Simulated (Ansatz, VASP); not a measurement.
## One calculation of Pd, two programs

Contents of INCAR:

```
SYSTEM = Pd
ALGO = Normal ; EDIFF = 1E-6
ENCUT = 520 ; GGA = CA
ISIF = 2 ; ISMEAR = -1
ISPIN = 2 ; LASPH = .TRUE.
LCHARG = .FALSE. ; LMAXMIX = 4
LORBIT = 11 ; LREAL = .FALSE.
LWAVE = .FALSE. ; MAGMOM = 0.5
NBANDS = 15 ; NELM = 150
PREC = Accurate ; SIGMA = 0.05
```

File KPOINTS:

```
k-points
0
G
  4 4 4
  0 0 0
```

POSCAR

```
Pd
1.0
    0.0000000000      1.9202771092      1.9202771092
    1.9202771092      0.0000000000      1.9202771092
    1.9202771092      1.9202771092      0.0000000000
Pd
1
Direct
    0.0000000000      0.0000000000      0.0000000000
```

Input for Ansatz:

```yaml
crystal:
  lattice:
    - [0.0, 1.9202771092, 1.9202771092]
    - [1.9202771092, 0.0, 1.9202771092]
    - [1.9202771092, 1.9202771092, 0.0]
  atoms:
    - { symbol: Pd, position: [0.0, 0.0, 0.0], spin: 0.5 }
hamiltonian:
  xc: lda
  pseudopotentials:
    kind: paw
    azcp:
      Pd: "pseudopotentials/Pd.paw.azcp"
basis:
  ecutwfc: 420
  fft_grid_basis: typed
kpoints:
  mp_grid: { grid: [4, 4, 4], shift: [0, 0, 0] }
magnetization:
  spin_polarized: true
scf:
  occupations: { method: fermi_dirac, width: 0.05 }
  lower_state_search: "off"
output:
  stress: true
```

Alike in both runs: task single point; functional LDA; k mesh 4 × 4 × 4; occupations fermi-dirac, width 0.05 eV; collinear spin.

```csv
,VASP,Ansatz
version,VASP 6.6.1,Ansatz 0.2.0
potentials or method,"VASP PAW LDA potentials, release 64 (Pd), cutoff 520 eV","plane waves (420 eV) with PAW, scalar-relativistic"
valence electrons in the cell,10,18
```

```tsv
	VASP	Ansatz	Ansatz less VASP
pressure (GPa)	0.1	-0.3	-0.33
net moment per atom (μB)	0.00	0.00	0.000
```

Ansatz warns that its potentials were made for another functional, while VASP's fit it. LDA's correlation is that of Perdew and Zunger in VASP and of Perdew and Wang (1992) in Ansatz. VASP's potentials hold 10 valence electrons a cell and Ansatz's 18, so a difference there can come from the potentials and not from the codes. Ansatz's warnings: seeded moment not kept.

The k mesh is coarse, so the values compare programs but aren't converged.
